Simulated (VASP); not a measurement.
Pt: single point with PBEsol

The system is Pt.

```
CELL_PARAMETERS angstrom
2.72517 0.00000 0.00000
-1.36258 2.36007 0.00000
0.00000 0.00000 4.70681
ATOMIC_POSITIONS crystal
Pt 0.66667 0.33333 0.75000
Pt 0.33333 0.66667 0.25000
```

This isn't the form of Pt at room conditions, which is fcc.

```
Program                 : VASP 6.6.1
Task                    : single point
Functional              : PBEsol
Potentials or basis     : VASP PAW PBE potentials, release 64 (Pt)
Cutoff                  : 520 eV
k mesh                  : 18 × 18 × 10
Occupations             : gaussian, width 0.1 eV
Spin                    : no spin polarisation
Dipole correction       : no
k mesh for the DOS      : 27 × 27 × 15
Occupations for the DOS : tetrahedron
Further INCAR settings  : ALGO = Normal; EDIFF = 1e-06; NBANDS = 17
```

```yaml
Valence_electrons_inside_the_program's_atomic_spheres: Pt 9.28
```

Levels at points of the mesh, in eV from the Fermi level:
```csv
k point,band 8,band 9,band 10,band 11,band 12,band 13
"(0.00, 0.00, 0.00)",-1.95,-1.95,-0.93,-0.22,-0.22,5.00
```

It took 3.2 min on 1 thread of Intel(R) Xeon(R) 6975P-C (Granite Rapids), with other jobs on the host, peak memory 0.37 GiB.

Caveat: spin-orbit coupling is left out, which moves the levels of the heavy elements.
